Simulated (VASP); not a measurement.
# Ni (Pm-3n) in VASP: notebook, part 2 of 2

VASP 6.6.1. The steps go on from the part before.

### Step 5. Relaxation of cell and atoms, PBEsol

This run uses another cell than the first one, of 10.94 Å³/atom, 1.030 times its volume.

INCAR

```
SYSTEM = Ni
  PREC = Accurate
  ENCUT = 600
  EDIFF = 1E-7
  ISMEAR = -1
  SIGMA = 0.1
  LREAL = .FALSE.
  LASPH = .TRUE.
  NELM = 120
  ALGO = Normal
  ISIF = 3
  LWAVE = .FALSE.
  LCHARG = .FALSE.
  GGA = PS
  IBRION = 2
  NSW = 80
  EDIFFG = -0.01
  GGA_COMPAT = .FALSE.
  NELMIN = 4
```

KPOINTS

```
Automatic mesh
0
G
  6 6 6
  0 0 0
```

POSCAR

```
Ni
1.0
    4.4398105893      0.0000000000      0.0000000000
    0.0000000000      4.4398105893      0.0000000000
    0.0000000000      0.0000000000      4.4398105893
Ni
8
Direct
    0.0000000000      0.0000000000      0.0000000000
    0.5000000000      0.5000000000      0.5000000000
    0.2500000000      0.0000000000      0.5000000000
    0.7500000000      0.0000000000      0.5000000000
    0.5000000000      0.2500000000      0.0000000000
    0.5000000000      0.7500000000      0.0000000000
    0.0000000000      0.5000000000      0.2500000000
    0.0000000000      0.5000000000      0.7500000000
```

Potentials or basis: VASP PAW PBE potentials, release 64 (Ni).

On the command line:

```
cat potpaw_PBE.64/Ni/POTCAR > POTCAR
mpirun -np 1 vasp_std > vasp.out
```

OUTCAR:

```text
SYSTEM = Ni
   PREC = Accurate
   ENCUT = 600
   EDIFF = 1E-7
   ISMEAR = -1
   LREAL = .FALSE.
   LASPH = .TRUE.
   NELM = 120
   ISIF = 3
   GGA = PS
   IBRION = 2
   NSW = 80
   EDIFFG = -0.01
   NELMIN = 4

 ion  position               nearest neighbor table
   1  0.000  0.000  0.000-   3 2.48   4 2.48   5 2.48   6 2.48   7 2.48   8 2.48   3 2.48   4 2.48
                             7 2.48   8 2.48   5 2.48   6 2.48
   2  0.500  0.500  0.500-   3 2.48   4 2.48   5 2.48   6 2.48   7 2.48   8 2.48   5 2.48   6 2.48
                             3 2.48   4 2.48   7 2.48   8 2.48
   3  0.250  0.000  0.500-   4 2.22   4 2.22   1 2.48   1 2.48   2 2.48   2 2.48   8 2.72   5 2.72
                             5 2.72   6 2.72   6 2.72   7 2.72   8 2.72   7 2.72
   4  0.750  0.000  0.500-   3 2.22   3 2.22   1 2.48   1 2.48   2 2.48   2 2.48   8 2.72   5 2.72
                             5 2.72   6 2.72   6 2.72   7 2.72   8 2.72   7 2.72
   5  0.500  0.250  0.000-   6 2.22   6 2.22   1 2.48   2 2.48   2 2.48   1 2.48   8 2.72   4 2.72
                             3 2.72   4 2.72   3 2.72   7 2.72   7 2.72   8 2.72
   6  0.500  0.750  0.000-   5 2.22   5 2.22   1 2.48   2 2.48   2 2.48   1 2.48   8 2.72   4 2.72
                             3 2.72   4 2.72   3 2.72   7 2.72   7 2.72   8 2.72
   7  0.000  0.500  0.250-   8 2.22   8 2.22   1 2.48   2 2.48   1 2.48   2 2.48   3 2.72   4 2.72
                             5 2.72   3 2.72   4 2.72   6 2.72   5 2.72   6 2.72
   8  0.000  0.500  0.750-   7 2.22   7 2.22   1 2.48   2 2.48   1 2.48   2 2.48   3 2.72   4 2.72
                             5 2.72   3 2.72   4 2.72   6 2.72   5 2.72   6 2.72

  LATTYP: Found a simple cubic cell.
 ALAT       =     4.4398105893

  Lattice vectors:

 A1 = (   4.4398105893,   0.0000000000,   0.0000000000)
 A2 = (   0.0000000000,   4.4398105893,   0.0000000000)
 A3 = (   0.0000000000,   0.0000000000,   4.4398105893)

Analysis of symmetry for initial positions (statically):
=====================================================================
 Subroutine PRICEL returns:
 Original cell was already a primitive cell.

 Routine SETGRP: Setting up the symmetry group for a
 simple cubic supercell.

 Subroutine GETGRP returns: Found 48 space group operations
 (whereof 24 operations were pure point group operations)
 out of a pool of 48 trial point group operations.

The static configuration has the point symmetry T_h .
 The point group associated with its full space group is O_h .

Analysis of symmetry for dynamics (positions and initial velocities):
=====================================================================
 Subroutine PRICEL returns:
 Original cell was already a primitive cell.

 Routine SETGRP: Setting up the symmetry group for a
 simple cubic supercell.

 Subroutine GETGRP returns: Found 48 space group operations
 (whereof 24 operations were pure point group operations)
 out of a pool of 48 trial point group operations.

The dynamic configuration has the point symmetry T_h .
 The point group associated with its full space group is O_h .

 Subroutine INISYM returns: Found 48 space group operations
 (whereof 24 operations are pure point group operations),
 and found     1 'primitive' translations

----------------------------------------------------------------------------------------

                                     Primitive cell

  volume of cell :      87.5172

  direct lattice vectors                    reciprocal lattice vectors
     4.439810589  0.000000000  0.000000000     0.225234834  0.000000000  0.000000000
     0.000000000  4.439810589  0.000000000     0.000000000  0.225234834  0.000000000
     0.000000000  0.000000000  4.439810589     0.000000000  0.000000000  0.225234834
[... 44 lines left out ...]
     0.000000000  0.000000000  0.000000000

 Subroutine IBZKPT returns following result:
 ===========================================

 Found     20 irreducible k-points:

 Following reciprocal coordinates:
            Coordinates               Weight
  0.000000  0.000000  0.000000      1.000000
  0.166667  0.000000  0.000000      6.000000
  0.333333  0.000000  0.000000      6.000000
  0.500000  0.000000  0.000000      3.000000
  0.166667  0.166667  0.000000     12.000000
  0.333333  0.166667  0.000000     24.000000
[... 12 lines left out ...]
  0.500000  0.500000  0.333333      6.000000
  0.500000  0.500000  0.500000      1.000000
   k-points           NKPTS =     20   k-points in BZ     NKDIM =     20   number of bands    NBANDS=     48
   number of dos      NEDOS =    301   number of ions     NIONS =      8
   total plane-waves  NPLWV =  46656
   dimension x,y,z NGX =    36 NGY =   36 NGZ =   36
   dimension x,y,z NGXF=    72 NGYF=   72 NGZF=   72
   ions per type =               8
   NGX,Y,Z   is equivalent  to a cutoff of  13.48, 13.48, 13.48 a.u.
   NGXF,Y,Z  is equivalent  to a cutoff of  26.96, 26.96, 26.96 a.u.
 SYSTEM =  Ni
   PREC   = accura    normal or accurate (medium, high low for compatibility)
   ISTART =      0    job   : 0-new  1-cont  2-samecut
   ICHARG =      2    charge: 1-file 2-atom 10-const
   ISPIN  =      1    spin polarized calculation?
   LNONCOLLINEAR =      F non collinear calculations
   LSORBIT =      F    spin-orbit coupling
   LASPH  =      T    aspherical Exc in radial PAW
   ENCUT  =  600.0 eV  44.10 Ry    6.64 a.u.   8.87  8.87  8.87*2*pi/ulx,y,z
   NELM   =    120;   NELMIN=  4; NELMDL= -5     # of ELM steps
   EDIFF  = 0.1E-06   stopping-criterion for ELM
   LREAL  =      F    real-space projection
   EDIFFG = -.1E-01   stopping-criterion for IOM
   NSW    =     80    number of steps for IOM
   IBRION =      2    ionic relax: 0-MD 1-quasi-New 2-CG
   NFREE  =      1    steps in history (QN), initial steepest desc. (CG)
   ISIF   =      3    stress and relaxation
   ISYM   =      2    0-nonsym 1-usesym 2-fastsym
   POTIM  = 0.5000    time-step for ionic-motion
   TEBEG  =    0.0;   TEEND  =   0.0 temperature during run
   PSTRESS=    0.0 pullay stress
   NELECT =      80.0000    total number of electrons
   NUPDOWN=      -1.0000    fix difference up-down
   EMIN   =  10.00;   EMAX   =-10.00  energy-range for DOS
   EFERMI =   0.00;   METHOD = LEGACY
   ISMEAR =    -1;   SIGMA  =   0.10  broadening in eV -4-tet -1-fermi 0-gaus
   EFERMI_NEDOS =   21; number of points for ismear=-14 and -15
   IALGO  =     38    algorithm
   IMIX   =      4    mixing-type and parameters
     AMIX     =   0.40;   BMIX     =  1.00
     AMIX_MAG =   1.60;   BMIX_MAG =  1.00
  volume/ion in A,a.u.               =      10.94        73.82
  Fermi-wavevector in a.u.,A,eV,Ry     =   1.588816  3.002428 34.345698  2.524338
  Thomas-Fermi vector in A             =   2.687762
   LORBIT       =      0    0 simple, 1 ext, 2 COOP (PROOUT), +10 PAW based schemes
   GGA     = PS    functional components
   LHFCALC =     F    Hartree Fock is set to
   AEXX    =    0.0000 exact exchange contribution
   IVDW    =     0    specifies the selected vdW correction
   LEPSILON=     F    determine dielectric tensor
   LRPA    =     F    only Hartree local field effects (RPA)
 conjugate gradient relaxation of ions
 non-spin polarized calculation
  energy-cutoff  :      600.00
  volume of cell :       87.52
 maximum number of plane-waves:      2968
 NGX is ok and might be reduce to    36
   NGX = 17   NGY = 17   NGZ = 17

--------------------------------------- Ionic step        1  -------------------------------------------

 number of electron      79.9999927 magnetization

 Free energy of the ion-electron system (eV)
  ---------------------------------------------------
  ext. energy  EPLUGINS =         0.00000000
  ---------------------------------------------------
  free energy    TOTEN  =       -47.97429994 eV

  energy without entropy =      -47.30758906  energy(sigma->0) =      -47.64094450

------------------------ aborting loop because EDIFF is reached ----------------------------------------

  FORCE on cell =-STRESS in cart. coord.  units (eV):
  Direction    XX          YY          ZZ          XY          YZ          ZX
  --------------------------------------------------------------------------------------
  -------------------------------------------------------------------------------------
  Total       -3.7048909     -3.7048909     -3.7048909      0.0000000      0.0000000      0.0000000
  in kB      -67.8254485    -67.8254485    -67.8254485      0.0000000      0.0000000      0.0000000
  external PRESSURE =     -67.8254485 kB  Pullay stress =       0.0000000 kB
[... 71 lines left out ...]
--------------------------------------- Ionic step        3  -------------------------------------------

 number of electron      79.9999998 magnetization

 Free energy of the ion-electron system (eV)
  ---------------------------------------------------
  ext. energy  EPLUGINS =         0.00000000
  ---------------------------------------------------
  free energy    TOTEN  =       -48.03844701 eV

  energy without entropy =      -47.39472401  energy(sigma->0) =      -47.71658551

 E-fermi :   9.4664     XC(G=0): -13.5883

 val. band max:        9.4662441455   @ k =   0.3333   0.1667   0.1667
 cond. band min:       9.4711320384   @ k =   0.5000   0.0000   0.0000
 fundamental gap:      0.0048878929
 Fermi energy:         9.4664006213

 k-point     1 :       0.0000    0.0000    0.0000
  band No.  band energies     occupation
      1       0.3404      2.00000
      2       4.7202      2.00000
      3       4.7202      2.00000
      4       5.3671      2.00000
      5       5.8353      2.00000
      6       5.8353      2.00000
[... 1044 lines left out ...]
  FREE ENERGIE OF THE ION-ELECTRON SYSTEM (eV)
  ---------------------------------------------------
  free  energy   TOTEN  =       -48.0384470140 eV

  energy  without entropy=      -47.3947240057  energy(sigma->0) =      -47.71658551

 reached required accuracy - stopping structural energy minimisation
```

Wall time 4.2 min (1 thread of Intel Xeon Platinum 8488C (Sapphire Rapids), shared host); peak memory 0.24 GiB.

Results:

```yaml
Free_energy: -48.0384 eV
Relaxed_volume: 10.58 Å³/atom
Relaxed_cell: a = 4.390 Å, b = 4.390 Å, c = 4.390 Å, α = 90.00°, β = 90.00°, γ = 90.00°
Space_group_after_relaxing_to_0.05_Å: Pm-3n (No. 223)
Energy_gained_by_relaxing: 8.0 meV/atom
Ionic_steps: 3
Pressure_after_relaxing: 0.0 GPa
Band_gap_on_the_k_mesh: zero (band 40 reaches 9.49 eV, above the bottom of band 41 at 9.34 eV)
```

The path:
```csv
step,energy change (eV),largest force (eV/Å),pressure (GPa),volume (Å³)
1,0.0000,0.0000,-6.78,87.52
2,0.0039,0.0000,8.01,81.78
3,-0.0641,0.0000,-0.01,84.61
```

Final structure:
```xyz
8
Lattice="4.3901 0.0000 0.0000 0.0000 4.3901 0.0000 0.0000 0.0000 4.3901" Properties=species:S:1:pos:R:3 pbc="T T T"
Ni    0.0000    0.0000    0.0000
Ni    2.1950    2.1950    2.1950
Ni    1.0975    0.0000    2.1950
Ni    3.2926    0.0000    2.1950
Ni    2.1950    1.0975    0.0000
Ni    2.1950    3.2926    0.0000
Ni    0.0000    2.1950    1.0975
Ni    0.0000    2.1950    3.2926
```

Caveat: the PAW data sets were made with another functional, which shifts forces and pressure a little; the run has no spin polarisation, though such a crystal can be magnetic. Spin polarisation is off, so any magnetic state and its effect on volume and gap are missing.

### Step 6. Overview

```csv
task,spin,cell,k mesh,cutoff (eV),smearing,gap on the mesh (eV),pressure (GPa)
single point,"collinear, ferromagnetic start","a = 4.396 Å, 8 atoms",8 × 8 × 8,520,fermi-dirac 0.05 eV,none,0.1
single point,off,"a = 4.391 Å, 8 atoms",6 × 6 × 6,600,fermi-dirac 0.1 eV,none,-0.2
single point,off,"a = 4.391 Å, 8 atoms",8 × 8 × 8,600,fermi-dirac 0.1 eV,none,-0.1
relaxation of cell and atoms,off,"relaxed from a = 4.440 Å, 8 atoms",6 × 6 × 6,600,fermi-dirac 0.1 eV,none,0.0
```

Alike in all rows: level PBEsol; potentials or basis VASP PAW PBE potentials, release 64 (Ni).

Caveats: the PAW data sets were made with another functional, which shifts forces and pressure a little.

Total energies depend on the potentials used, so only differences within one code and one set of settings carry meaning.
